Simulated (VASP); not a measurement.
# Zn (Im-3m) in VASP: settings compared, part 2 of 2

VASP 6.6.1.

### 3 Relaxation of cell and atoms, PBE-based screened hybrid with 25 % exact exchange

File POSCAR:

```
Zn
1.0
   -1.5690370000      1.5690370000      1.5690370000
    1.5690370000     -1.5690370000      1.5690370000
    1.5690370000      1.5690370000     -1.5690370000
Zn
1
Direct
    0.0000000000      0.0000000000      0.0000000000
```

File INCAR.step1:

```
PREC = Accurate ; ENCUT = 600
EDIFF = 1E-5 ; ISMEAR = -1
SIGMA = 0.05 ; LREAL = False
LASPH = True ; NELM = 100
ALGO = Normal ; LWAVE = True
LCHARG = False ; GGA = PE
NBANDS = 12
```

File INCAR.step2:

```
PREC = Accurate ; ENCUT = 600
EDIFF = 1E-7 ; ISMEAR = -1
SIGMA = 0.05 ; LREAL = False
LASPH = True ; NELM = 100
ALGO = Normal ; ISIF = 3
LWAVE = False ; LCHARG = False
GGA = PE ; LHFCALC = True
AEXX = 0.25 ; HFSCREEN = 0.3
PRECFOCK = Normal ; IBRION = 2
NSW = 60 ; EDIFFG = -0.01
ISTART = 1
```

File KPOINTS:

```
Automatic mesh
0
Gamma
  6 6 6
```

Potentials or basis: VASP PAW PBE potentials, release 64 (Zn).

Started as:

```bash
cat potpaw_PBE.64/Zn/POTCAR > POTCAR
cp INCAR.step1 INCAR
mpirun -np 1 vasp_std > vasp.out
cp INCAR.step2 INCAR
mpirun -np 1 vasp_std > vasp.out
```

OUTCAR:

```text
PREC = Accurate
   ENCUT = 600
   EDIFF = 1E-7
   ISMEAR = -1
   LREAL = False
   LASPH = True
   NELM = 100
   ISIF = 3
   GGA = PE
   LHFCALC = True
   AEXX = 0.25
   HFSCREEN = 0.3
   PRECFOCK = Normal
   IBRION = 2
   NSW = 60
   EDIFFG = -0.01
   ISTART = 1

 ion  position               nearest neighbor table
   1  0.000  0.000  0.000-

  LATTYP: Found a body centered cubic cell.
 ALAT       =     3.1380740000

  Lattice vectors:

 A1 = (  -1.5690370000,   1.5690370000,   1.5690370000)
 A2 = (   1.5690370000,  -1.5690370000,   1.5690370000)
 A3 = (   1.5690370000,   1.5690370000,  -1.5690370000)

Analysis of symmetry for initial positions (statically):
=====================================================================
 Subroutine PRICEL returns:
 Original cell was already a primitive cell.

 Routine SETGRP: Setting up the symmetry group for a
 body centered cubic supercell.

 Subroutine GETGRP returns: Found 48 space group operations
 (whereof 48 operations were pure point group operations)
 out of a pool of 48 trial point group operations.

[... 210 lines left out ...]
 Fermi energy:         3.3485311798

 k-point     1 :       0.0000    0.0000    0.0000
  band No.  band energies     occupation
      1      -8.3526      2.00000
      2      -6.7870      2.00000
      3      -6.7870      2.00000
      4      -6.7870      2.00000
      5      -6.3066      2.00000
      6      -6.3066      2.00000
      7      23.1765      0.00000
      8      23.1765      0.00000
      9      23.1765      0.00000
     10      24.4162      0.00000
[... 183 lines left out ...]
 k-point    16 :       0.5000    0.5000    0.5000
  band No.  band energies     occupation
      1      -7.3193      2.00000
      2      -7.3193      2.00000
      3      -6.0168      2.00000
      4      -6.0168      2.00000
      5      -6.0168      2.00000
      6       7.6369      0.00000
      7       7.6369      0.00000
      8       7.6369      0.00000
      9      11.4140      0.00000
     10      11.8648      0.00000

------------------------ aborting loop because EDIFF is reached ----------------------------------------

  FORCE on cell =-STRESS in cart. coord.  units (eV):
  Direction    XX          YY          ZZ          XY          YZ          ZX
  --------------------------------------------------------------------------------------
  -------------------------------------------------------------------------------------
  Total       -0.0021883     -0.0021883     -0.0021883      0.0000000      0.0000000     -0.0000000
  in kB       -0.2251002     -0.2251002     -0.2251002      0.0000000      0.0000000     -0.0000000
  external PRESSURE =      -0.2251002 kB  Pullay stress =       0.0000000 kB

 VOLUME and BASIS-vectors are now :
 -----------------------------------------------------------------------------
  energy-cutoff  :      600.00
  volume of cell :       15.58
      direct lattice vectors                 reciprocal lattice vectors
    -1.573238503  1.573238503  1.573238503     0.000000000  0.317815766  0.317815766
     1.573238503 -1.573238503  1.573238503     0.317815766  0.000000000  0.317815766
     1.573238503  1.573238503 -1.573238503     0.317815766  0.317815766  0.000000000

 POSITION                                       TOTAL-FORCE (eV/Angst)
 -----------------------------------------------------------------------------------
      1.57324     -1.57324      1.57324         0.000000      0.000000      0.000000
 -----------------------------------------------------------------------------------
    total drift:                               -0.000000     -0.000000      0.000000

  FREE ENERGIE OF THE ION-ELECTRON SYSTEM (eV)
  ---------------------------------------------------
  free  energy   TOTEN  =        -1.1673143803 eV

  energy  without entropy=       -1.1641766045  energy(sigma->0) =       -1.16574549

 reached required accuracy - stopping structural energy minimisation
```

OUTCAR.step1:

```text
PREC = Accurate
   ENCUT = 600
   EDIFF = 1E-5
   ISMEAR = -1
   LREAL = False
[... 444 lines left out ...]

 POSITION                                       TOTAL-FORCE (eV/Angst)
 -----------------------------------------------------------------------------------
      0.00000      0.00000      0.00000         0.000000     -0.000000      0.000000
 -----------------------------------------------------------------------------------
    total drift:                                0.000000      0.000000      0.000000

  FREE ENERGIE OF THE ION-ELECTRON SYSTEM (eV)
  ---------------------------------------------------
  free  energy   TOTEN  =        -1.0324851976 eV

  energy  without entropy=       -1.0293404341  energy(sigma->0) =       -1.03091282
```

It took 12 min on 1 thread of Intel Xeon 6975P-C (Granite Rapids), shared host; peak memory 0.24 GiB.

Results:

| Item | Value |
| --- | --- |
| Free energy | -1.1673 eV |
| Relaxed volume | 15.58 Å³/atom |
| Relaxed cell | a = 2.725 Å, b = 2.725 Å, c = 2.725 Å, α = 109.47°, β = 109.47°, γ = 109.47° |
| Space group after relaxing (to 0.1 Å) | Im-3m (No. 229) |
| Energy gained by relaxing | 0.2 meV/atom |
| Ionic steps | 2 |
| Pressure after relaxing | 0.0 GPa |
| Band gap on the k mesh | zero (bands 6 and 7 overlap by 5.67 eV) |

The path:
| step | energy change (eV) | largest force (eV/Å) | pressure (GPa) | volume (Å³) |
| --- | --- | --- | --- | --- |
| 1 | 0.0000 | 0.0000 | 0.58 | 15.45 |
| 2 | -0.0002 | 0.0000 | -0.02 | 15.58 |

Final structure:
```
Zn
1.0
    -1.57324    1.57324    1.57324
     1.57324   -1.57324    1.57324
     1.57324    1.57324   -1.57324
Zn
1
Direct
  0.00000 0.00000 0.00000
```

Levels at points of the mesh, in eV from the Fermi level:
```
           k point  band 2  band 3  band 4  band 5  band 6  band 7  band 8  band 9  band 10
(0.00, 0.00, 0.00)  -10.14  -10.14  -10.14   -9.66   -9.66   19.83   19.83   19.83    21.07
(0.50, 0.00, 0.00)  -10.43   -9.67   -9.62   -9.29   -3.23   -1.39   11.80   13.06    15.58
(0.50, 0.50, 0.50)  -10.67   -9.37   -9.37   -9.37    4.29    4.29    4.29    8.07     8.52
```

Caveat: the k points lie up to 0.47 Å⁻¹ apart in the final cell, too coarse for converged energies and pressures of a metal; the PAW data sets were made with another functional, which shifts forces and pressure a little.

### 4 Single point, RPBE+D4

File INCAR:

```
  PREC = Accurate
  ENCUT = 520
  EDIFF = 1E-7
  ISMEAR = -5
  SIGMA = 0.05
  LREAL = F
  LASPH = T
  NELM = 100
  ALGO = Normal
  ISIF = 2
  LWAVE = F
  LCHARG = F
  GGA = RP
  IVDW = 13
  NBANDS = 12
```

File KPOINTS:

```
Automatic mesh
0
Gamma
  12 12 12
```

POSCAR is that of step 3.

Potentials or basis: VASP PAW PBE potentials, release 64 (Zn).

Started as:

```bash
cat potpaw_PBE.64/Zn/POTCAR > POTCAR
mpirun -np 1 vasp_std > vasp.out
```

OUTCAR:

```text
PREC = Accurate
   ENCUT = 520
   EDIFF = 1E-7
   ISMEAR = -5
   LREAL = F
   LASPH = T
   NELM = 100
   ISIF = 2
   GGA = RP
   IVDW = 13

 ion  position               nearest neighbor table
   1  0.000  0.000  0.000-

  LATTYP: Found a body centered cubic cell.
 ALAT       =     3.1380740000

  Lattice vectors:

 A1 = (  -1.5690370000,   1.5690370000,   1.5690370000)
 A2 = (   1.5690370000,  -1.5690370000,   1.5690370000)
 A3 = (   1.5690370000,   1.5690370000,  -1.5690370000)

Analysis of symmetry for initial positions (statically):
=====================================================================
 Subroutine PRICEL returns:
 Original cell was already a primitive cell.

 Routine SETGRP: Setting up the symmetry group for a
 body centered cubic supercell.

 Subroutine GETGRP returns: Found 48 space group operations
 (whereof 48 operations were pure point group operations)
 out of a pool of 48 trial point group operations.

The static configuration has the point symmetry O_h .

Analysis of symmetry for dynamics (positions and initial velocities):
[... 167 lines left out ...]
  band No.  band energies     occupation
      1      -7.0976      2.00000
      2      -4.5331      2.00000
      3      -4.5330      2.00000
      4      -4.5330      2.00000
      5      -4.0390      2.00000
      6      -4.0390      2.00000
      7      22.3130      0.00000
      8      22.3130      0.00000
      9      22.3130      0.00000
     10      23.8730      0.00000
     11      23.8730      0.00000
     12      23.8730      0.00000
[... 331 lines left out ...]
 k-point    24 :       0.4167    0.0833    0.0833
  band No.  band energies     occupation
      1      -5.0391      2.00000
      2      -4.8267      2.00000
      3      -4.0484      2.00000
      4      -4.0052      2.00000
      5      -3.9394      2.00000
      6       1.2535      2.00000
      7       2.5492      1.69329
      8      11.7891      0.00000
      9      12.4409      0.00000
     10      22.6473      0.00000
     11      23.4769      0.00000
     12      31.3275      0.00000

 [... further k-points ...]

------------------------ aborting loop because EDIFF is reached ----------------------------------------

  DFT-D4 for vdW energy calculation

  Edisp (eV):   -0.63730

  FORCE on cell =-STRESS in cart. coord.  units (eV):
  Direction    XX          YY          ZZ          XY          YZ          ZX
  --------------------------------------------------------------------------------------
  -------------------------------------------------------------------------------------
  Total      -0.43714    -0.43714    -0.43714    -0.00000    -0.00000     0.00000
  in kB     -45.32900   -45.32900   -45.32900    -0.00000    -0.00000     0.00000
  external pressure =      -45.33 kB  Pullay stress =        0.00 kB

 VOLUME and BASIS-vectors are now :
 -----------------------------------------------------------------------------
  energy-cutoff  :      520.00
  volume of cell :       15.45
      direct lattice vectors                 reciprocal lattice vectors
    -1.569037000  1.569037000  1.569037000     0.000000000  0.318666800  0.318666800
     1.569037000 -1.569037000  1.569037000     0.318666800  0.000000000  0.318666800
     1.569037000  1.569037000 -1.569037000     0.318666800  0.318666800  0.000000000

 POSITION                                       TOTAL-FORCE (eV/Angst)
 -----------------------------------------------------------------------------------
      0.00000      0.00000      0.00000         0.000000     -0.000000      0.000000
 -----------------------------------------------------------------------------------
    total drift:                                0.000000     -0.000000      0.000000

  FREE ENERGIE OF THE ION-ELECTRON SYSTEM (eV)
  ---------------------------------------------------
  free  energy   TOTEN  =        -1.2950678843 eV

  energy  without entropy=       -1.2950678843  energy(sigma->0) =       -1.29506788
```

Run time: 11 s. Hardware: 1 thread of Intel Xeon 6975P-C (Granite Rapids), shared host; peak memory 0.13 GiB.

Results:

```
Free energy                : -1.2951 eV
Pressure                   : -4.5 GPa
Band gap on the k mesh     : zero (bands 6 and 7 overlap by 5.17 eV)
Dispersion energy per atom : -0.637 eV
```

Caveat: the cell stands under tension; the PAW data sets were made with another functional, which shifts forces and pressure a little; tetrahedron occupations give inexact forces and stress in metals.

### 5 Overview

```tsv
task	level	cell	k mesh	cutoff (eV)	smearing	grid for exact exchange (PRECFOCK)	share of exact exchange	screening parameter	gap on the mesh (eV)	pressure (GPa)	relaxed volume (Å³/atom)
relaxation of cell and atoms	HSE06	relaxed	6 × 6 × 6	600	fermi-dirac 0.05 eV	Normal	0.25	0.2079 1/Å	none	0.1	15.49
relaxation of cell and atoms	PBE-based screened hybrid with 25 % exact exchange	relaxed	6 × 6 × 6	600	fermi-dirac 0.05 eV	Normal	0.25	0.3 1/Å	none	0.0	15.58
single point	RPBE+D4	as given	12 × 12 × 12	520	tetrahedron	-	-	-	none	-4.5	-
```

Alike in all rows: potentials or basis VASP PAW PBE potentials, release 64 (Zn); no spin polarisation.

Caveats: some runs use coarse meshes; the PAW data sets were made with another functional, which shifts forces and pressure a little; the cell stands under tension (at least some runs); tetrahedron occupations give inexact forces and stress in metals (at least some runs).

Absolute energies hang on the potentials; compare differences alone.
